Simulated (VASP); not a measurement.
# Pd (Fm-3m) in VASP: a series of runs

Runs on Pd. Level: PBE. Tasks: single point.

Everything below comes from runs of VASP 6.6.1. Logs are shortened: lines on timing, memory, paths and dates and some standing lists are left out, and cuts for length are marked.

## Step 1: The cell of the first run

Symmetry: Fm-3m, No. 225, cubic system. The conventional cell has a = 3.948 Å, b = 3.948 Å, c = 3.948 Å, α = 90.00°, β = 90.00°, γ = 90.00°. Pd (site symmetry m-3m) has 12 Pd at 2.79 Å within 3.7 Å.

## Step 2: Single point, PBE

File INCAR:

```
SYSTEM = Pd
PREC = Accurate ; ENCUT = 500
EDIFF = 1E-6 ; ISMEAR = 0
SIGMA = 0.1 ; LREAL = .False.
LASPH = .True. ; NELM = 120
ALGO = Normal ; ISIF = 2
LWAVE = .False. ; LCHARG = .False.
GGA = PE ; NBANDS = 11
GGA_COMPAT = .False.
```

File KPOINTS:

```
regular mesh
0
Gamma
  8 8 8
  0 0 0
```

File POSCAR:

```
Pd
1.0
    0.0000000000      1.9741749867      1.9741749867
    1.9741749867      0.0000000000      1.9741749867
    1.9741749867      1.9741749867      0.0000000000
Pd
1
Direct
    0.0000000000      0.0000000000      0.0000000000
```

Potentials or basis: VASP PAW PBE potentials, release 64 (Pd).

Command:

```
cat potpaw_PBE.64/Pd/POTCAR > POTCAR
mpirun -np 1 vasp_std > vasp.out
```

OUTCAR:

```text
SYSTEM = Pd
   PREC = Accurate
   ENCUT = 500
   EDIFF = 1E-6
   ISMEAR = 0
   LREAL = .False.
   LASPH = .True.
   NELM = 120
   ISIF = 2
   GGA = PE

 ion  position               nearest neighbor table
   1  0.000  0.000  0.000-

  LATTYP: Found a face centered cubic cell.
 ALAT       =     3.9483499734

  Lattice vectors:

 A1 = (   0.0000000000,   1.9741749867,   1.9741749867)
 A2 = (   1.9741749867,   0.0000000000,   1.9741749867)
 A3 = (   1.9741749867,   1.9741749867,   0.0000000000)

Analysis of symmetry for initial positions (statically):
=====================================================================
 Subroutine PRICEL returns:
 Original cell was already a primitive cell.

 Routine SETGRP: Setting up the symmetry group for a
 face centered cubic supercell.

 Subroutine GETGRP returns: Found 48 space group operations
 (whereof 48 operations were pure point group operations)
 out of a pool of 48 trial point group operations.

The static configuration has the point symmetry O_h .

Analysis of symmetry for dynamics (positions and initial velocities):
=====================================================================
 Subroutine PRICEL returns:
 Original cell was already a primitive cell.

 Routine SETGRP: Setting up the symmetry group for a
 face centered cubic supercell.

 Subroutine GETGRP returns: Found 48 space group operations
 (whereof 48 operations were pure point group operations)
 out of a pool of 48 trial point group operations.

The dynamic configuration has the point symmetry O_h .

 Subroutine INISYM returns: Found 48 space group operations
 (whereof 48 operations are pure point group operations),
 and found     1 'primitive' translations

----------------------------------------------------------------------------------------

                                     Primitive cell

  volume of cell :      15.3882

  direct lattice vectors                    reciprocal lattice vectors
     0.000000000  1.974174987  1.974174987    -0.253270355  0.253270355  0.253270355
     1.974174987  0.000000000  1.974174987     0.253270355 -0.253270355  0.253270355
     1.974174987  1.974174987  0.000000000     0.253270355  0.253270355 -0.253270355

  length of vectors
     2.791905041  2.791905041  2.791905041     0.438677123  0.438677123  0.438677123

  position of ions in fractional coordinates (direct lattice)
     0.000000000  0.000000000  0.000000000

  ion indices of the primitive-cell ions
   primitive index   ion index
                 1           1

----------------------------------------------------------------------------------------

 KPOINTS: regular mesh

Automatic generation of k-mesh.
 Grid dimensions read from file:
 generate k-points for:    8    8    8

 Generating k-lattice:

  Cartesian coordinates                     Fractional coordinates (reciprocal lattice)
    -0.031658794  0.031658794  0.031658794     0.125000000  0.000000000  0.000000000
     0.031658794 -0.031658794  0.031658794     0.000000000  0.125000000  0.000000000
     0.031658794  0.031658794 -0.031658794     0.000000000  0.000000000  0.125000000

  Length of vectors
     0.054834640  0.054834640  0.054834640

  Shift w.r.t. Gamma in fractional coordinates (k-lattice)
     0.000000000  0.000000000  0.000000000

 Subroutine IBZKPT returns following result:
 ===========================================

 Found     29 irreducible k-points:

 Following reciprocal coordinates:
            Coordinates               Weight
  0.000000  0.000000  0.000000      1.000000
  0.125000  0.000000  0.000000      8.000000
  0.250000  0.000000  0.000000      8.000000
  0.375000  0.000000  0.000000      8.000000
  0.500000  0.000000  0.000000      4.000000
  0.125000  0.125000  0.000000      6.000000
[... 16 lines left out ...]
  0.500000  0.250000  0.125000     48.000000
 -0.375000  0.250000  0.125000     24.000000
 [... further k-points ...]
   k-points           NKPTS =     29   k-points in BZ     NKDIM =     29   number of bands    NBANDS=     11
   number of dos      NEDOS =    301   number of ions     NIONS =      1
   total plane-waves  NPLWV =   8000
   dimension x,y,z NGX =    20 NGY =   20 NGZ =   20
   dimension x,y,z NGXF=    40 NGYF=   40 NGZF=   40
   ions per type =               1
   NGX,Y,Z   is equivalent  to a cutoff of  11.91, 11.91, 11.91 a.u.
   NGXF,Y,Z  is equivalent  to a cutoff of  23.82, 23.82, 23.82 a.u.
 SYSTEM =  Pd
   PREC   = accura    normal or accurate (medium, high low for compatibility)
   ISTART =      0    job   : 0-new  1-cont  2-samecut
   ICHARG =      2    charge: 1-file 2-atom 10-const
   ISPIN  =      1    spin polarized calculation?
   LNONCOLLINEAR =      F non collinear calculations
   LSORBIT =      F    spin-orbit coupling
   LASPH  =      T    aspherical Exc in radial PAW
   ENCUT  =  500.0 eV  36.75 Ry    6.06 a.u.   5.09  5.09  5.09*2*pi/ulx,y,z
   NELM   =    120;   NELMIN=  2; NELMDL= -5     # of ELM steps
   EDIFF  = 0.1E-05   stopping-criterion for ELM
   LREAL  =      F    real-space projection
   EDIFFG = 0.1E-04   stopping-criterion for IOM
   NSW    =      0    number of steps for IOM
   IBRION =     -1    ionic relax: 0-MD 1-quasi-New 2-CG
   NFREE  =      0    steps in history (QN), initial steepest desc. (CG)
   ISIF   =      2    stress and relaxation
   ISYM   =      2    0-nonsym 1-usesym 2-fastsym
   POTIM  = 0.5000    time-step for ionic-motion
   TEBEG  =    0.0;   TEEND  =   0.0 temperature during run
   PSTRESS=    0.0 pullay stress
   NELECT =      10.0000    total number of electrons
   NUPDOWN=      -1.0000    fix difference up-down
   EMIN   =  10.00;   EMAX   =-10.00  energy-range for DOS
   EFERMI =   0.00;   METHOD = LEGACY
   ISMEAR =     0;   SIGMA  =   0.10  broadening in eV -4-tet -1-fermi 0-gaus
   EFERMI_NEDOS =   21; number of points for ismear=-14 and -15
   IALGO  =     38    algorithm
   IMIX   =      4    mixing-type and parameters
     AMIX     =   0.40;   BMIX     =  1.00
     AMIX_MAG =   1.60;   BMIX_MAG =  1.00
  volume/ion in A,a.u.               =      15.39       103.84
  Fermi-wavevector in a.u.,A,eV,Ry     =   1.418010  2.679650 27.357933  2.010751
  Thomas-Fermi vector in A             =   2.539180
   LORBIT       =      0    0 simple, 1 ext, 2 COOP (PROOUT), +10 PAW based schemes
   GGA     = PE    functional components
   LHFCALC =     F    Hartree Fock is set to
   AEXX    =    0.0000 exact exchange contribution
   IVDW    =     0    specifies the selected vdW correction
   LEPSILON=     F    determine dielectric tensor
   LRPA    =     F    only Hartree local field effects (RPA)
 non-spin polarized calculation
 Gauss-broadening in eV      SIGMA  =   0.10
  energy-cutoff  :      500.00
  volume of cell :       15.39
 maximum number of plane-waves:       399
   NGX = 11   NGY = 11   NGZ = 11

 number of electron      10.0000000 magnetization

 number of electron       9.9999995 magnetization

 Free energy of the ion-electron system (eV)
  ---------------------------------------------------
  ext. energy  EPLUGINS =         0.00000000
  ---------------------------------------------------
  free energy    TOTEN  =        -5.20405442 eV

  energy without entropy =       -5.19259070  energy(sigma->0) =       -5.19832256

 E-fermi :   9.1827     XC(G=0): -12.9154

 val. band max:        9.1781454553   @ k =   0.5000   0.2500   0.0000
 cond. band min:       9.2640409181   @ k =   0.5000   0.3750   0.0000
 fundamental gap:      0.0858954628
 Fermi energy:         9.1826555201

 k-point     1 :       0.0000    0.0000    0.0000
  band No.  band energies     occupation
      1       2.2692      2.00000
      2       6.4676      2.00000
      3       6.4676      2.00000
      4       6.4676      2.00000
      5       7.9677      2.00000
      6       7.9677      2.00000
      7      26.2505      0.00000
      8      30.7808      0.00000
      9      30.7808      0.00000
     10      30.7808      0.00000
     11      35.4791      0.00000

 k-point     2 :       0.1250    0.0000    0.0000
  band No.  band energies     occupation
      1       2.7979      2.00000
      2       6.3107      2.00000
      3       6.6293      2.00000
      4       6.6293      2.00000
      5       7.9070      2.00000
      6       7.9070      2.00000
      7      26.5817      0.00000
      8      28.1241      0.00000
      9      31.3316      0.00000
     10      31.3316      0.00000
     11      35.6765      0.00000

 k-point     3 :       0.2500    0.0000    0.0000
  band No.  band energies     occupation
      1       3.9209      2.00000
      2       6.4338      2.00000
      3       6.7411      2.00000
      4       6.7411      2.00000
      5       8.1132      2.00000
      6       8.1132      2.00000
      7      23.2673      0.00000
      8      27.2035      0.00000
      9      32.1698      0.00000
     10      32.1698      0.00000
     11      34.4973      0.00000

 k-point     4 :       0.3750    0.0000    0.0000
  band No.  band energies     occupation
      1       4.2068      2.00000
      2       6.5376      2.00000
      3       6.5376      2.00000
      4       8.3329      2.00000
      5       8.7550      2.00000
      6       8.7550      2.00000
      7      18.7535      0.00000
      8      26.1165      0.00000
      9      30.7333      0.00000
     10      30.7333      0.00000
     11      35.2561      0.00000
[... 239 lines left out ...]
 k-point    22 :       0.3750    0.2500    0.1250
  band No.  band energies     occupation
      1       4.8884      2.00000
      2       5.5172      2.00000
      3       6.5101      2.00000
      4       7.6702      2.00000
      5       7.8440      2.00000
      6       9.3874      0.00379
      7      23.8265      0.00000
      8      24.5489      0.00000
      9      28.0712      0.00000
     10      30.7732      0.00000
     11      34.1467      0.00000

 k-point    23 :       0.5000    0.2500    0.1250
  band No.  band energies     occupation
      1       5.0785      2.00000
      2       5.9124      2.00000
      3       6.2896      2.00000
      4       7.4973      2.00000
      5       8.6319      2.00000
      6      11.4954      0.00000
      7      19.4811      0.00000
      8      23.8678      0.00000
      9      26.0648      0.00000
     10      30.8008      0.00000
     11      34.4452      0.00000

 k-point    24 :      -0.3750    0.2500    0.1250
  band No.  band energies     occupation
      1       5.0236      2.00000
      2       5.7302      2.00000
      3       6.8429      2.00000
      4       7.2794      2.00000
      5       8.9712      1.99722
      6      13.8368      0.00000
      7      16.1925      0.00000
      8      24.4458      0.00000
      9      24.6482      0.00000
     10      29.9381      0.00000
     11      35.3945      0.00000

 [... further k-points ...]

------------------------ aborting loop because EDIFF is reached ----------------------------------------

  FORCE on cell =-STRESS in cart. coord.  units (eV):
  Direction    XX          YY          ZZ          XY          YZ          ZX
  --------------------------------------------------------------------------------------
  -------------------------------------------------------------------------------------
  Total       -0.0199593     -0.0199593     -0.0199593      0.0000000      0.0000000      0.0000000
  in kB       -2.0781140     -2.0781140     -2.0781140      0.0000000      0.0000000      0.0000000
  external PRESSURE =      -2.0781140 kB  Pullay stress =       0.0000000 kB

 VOLUME and BASIS-vectors are now :
 -----------------------------------------------------------------------------
  energy-cutoff  :      500.00
  volume of cell :       15.39
      direct lattice vectors                 reciprocal lattice vectors
     0.000000000  1.974174987  1.974174987    -0.253270355  0.253270355  0.253270355
     1.974174987  0.000000000  1.974174987     0.253270355 -0.253270355  0.253270355
     1.974174987  1.974174987  0.000000000     0.253270355  0.253270355 -0.253270355

 POSITION                                       TOTAL-FORCE (eV/Angst)
 -----------------------------------------------------------------------------------
      0.00000      0.00000      0.00000         0.000000      0.000000     -0.000000
 -----------------------------------------------------------------------------------
    total drift:                               -0.000000     -0.000000     -0.000000

  FREE ENERGIE OF THE ION-ELECTRON SYSTEM (eV)
  ---------------------------------------------------
  free  energy   TOTEN  =        -5.2040544204 eV

  energy  without entropy=       -5.1925907028  energy(sigma->0) =       -5.19832256
```

Run time: 2.7 s. Hardware: 1 thread of AMD EPYC 9R45 (Zen 5), shared host; peak memory 0.09 GiB.

What came out:

* Free energy: -5.2041 eV
* Pressure: -0.2 GPa
* Band gap on the k mesh: zero (bands 5 and 6 overlap by 1.49 eV)

## Step 3: Single point, PBE

This run uses another cell than the first one, of 15.31 Å³/atom.

File INCAR:

```
SYSTEM = Pd
PREC = Accurate
ENCUT = 500
EDIFF = 1E-6
ISMEAR = 0
SIGMA = 0.1
LREAL = .False.
LASPH = .True.
NELM = 120
ALGO = Normal
ISIF = 2
LWAVE = .False.
LCHARG = .True.
GGA = PE
LELF = .True.
LVHAR = .True.
NBANDS = 11
GGA_COMPAT = .False.
```

File KPOINTS:

```
regular mesh
0
Gamma
  18 18 18
  0 0 0
```

File POSCAR:

```
Pd
1.0
    0.0000000000      1.9710069640      1.9710069640
    1.9710069640      0.0000000000      1.9710069640
    1.9710069640      1.9710069640      0.0000000000
Pd
1
Direct
    0.0000000000      0.0000000000      0.0000000000
```

Potentials or basis: VASP PAW PBE potentials, release 64 (Pd).

Command:

```
cat potpaw_PBE.64/Pd/POTCAR > POTCAR
mpirun -np 1 vasp_std > vasp.out
```

Wall time 12 s (1 thread of AMD EPYC 9R45 (Zen 5), shared host); peak memory 0.12 GiB.

It converged, with:

| Item | Value |
| --- | --- |
| Free energy | -5.2259 eV |
| Pressure | -0.2 GPa |
| Band gap on the k mesh | zero (bands 5 and 6 overlap by 1.48 eV) |

Levels at points of the mesh, in eV from the Fermi level:
| k point | band 2 | band 3 | band 4 | band 5 | band 6 | band 7 | band 8 | band 9 |
| --- | --- | --- | --- | --- | --- | --- | --- | --- |
| (0.00, 0.00, 0.00) | -2.67 | -2.67 | -2.67 | -1.15 | -1.15 | 17.17 | 21.74 | 21.74 |
| (0.50, 0.00, 0.00) | -2.71 | -2.71 | -0.02 | -0.02 | 1.10 | 7.03 | 16.52 | 20.74 |
| (0.50, 0.50, 0.00) | -4.80 | -0.05 | 0.27 | 0.27 | 3.36 | 10.39 | 13.01 | 13.01 |
